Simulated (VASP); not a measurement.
Set up this calculation in VASP 6.6.1, as the native input.

```yaml
Task: relaxation of cell and atoms
Functional: LDA
Potentials_or_basis: VASP PAW LDA potentials, release 64 (Na_pv, Ti_sv, O)
Cutoff: 600 eV
k_mesh: 6 × 6 × 6
Occupations: fermi-dirac, width 0.1 eV
Spin: collinear spin
Starting_moments: "[0.0, 0.5, 0.0, 0.0, 0.0] μB"
Dipole_correction: no
Further_INCAR_settings: ALGO = Normal; EDIFF = 1e-06; IBRION = 2; EDIFFG = -0.01; NSW = 80; ISIF = 3
```

The structure of NaTiO3 lies in POSCAR:

```
NaTiO3
1.0
    3.9000000000      0.0000000000      0.0000000000
    0.0000000000      3.9000000000      0.0000000000
    0.0000000000      0.0000000000      3.9000000000
Na Ti O
1 1 3
Direct
    0.0000000000      0.0000000000      0.0000000000
    0.5000000000      0.5000000000      0.5000000000
    0.5000000000      0.5000000000      0.0000000000
    0.0000000000      0.5000000000      0.5000000000
    0.5000000000      0.0000000000      0.5000000000
```

One way to write it, as run:

INCAR

```
ALGO = Normal ; EDIFF = 1E-6
EDIFFG = -0.01 ; ENCUT = 600
GGA = CA ; IBRION = 2
ISIF = 3 ; ISMEAR = -1
ISPIN = 2 ; LASPH = True
LCHARG = False ; LMAXMIX = 4
LORBIT = 11 ; LREAL = False
LWAVE = False ; MAGMOM = 0 0.5 0 0 0
NELM = 150 ; NSW = 80
PREC = Accurate ; SIGMA = 0.1
```

KPOINTS

```
k-points
0
Gamma
  6 6 6
```

Potentials or basis: VASP PAW LDA potentials, release 64 (Na_pv, Ti_sv, O).

Run with:

```sh
$ cat potpaw_LDA.64/Na_pv/POTCAR potpaw_LDA.64/Ti_sv/POTCAR potpaw_LDA.64/O/POTCAR > POTCAR
$ mpirun -np 1 vasp_std > vasp.out
```

Results of the run:

```
Relaxed volume                                        : 11.10 Å³/atom
Relaxed cell                                          : a = 3.814 Å, b = 3.814 Å, c = 3.814 Å, α = 90.00°, β = 90.00°, γ = 90.00°
Space group after relaxing (to 0.1 Å)                 : Pm-3m (No. 221)
Energy gained by relaxing                             : 25.7 meV/atom
Ionic steps                                           : 3
Pressure after relaxing                               : 0.0 GPa
Net moment                                            : 0.00 μB per cell
Valence electrons inside the program's atomic spheres : Na 6.01; Ti 10.48; O 4.97
```

It took 42 s on 1 thread of Intel(R) Xeon(R) 6975P-C (Granite Rapids) (shared host), peak memory 0.2 GiB.
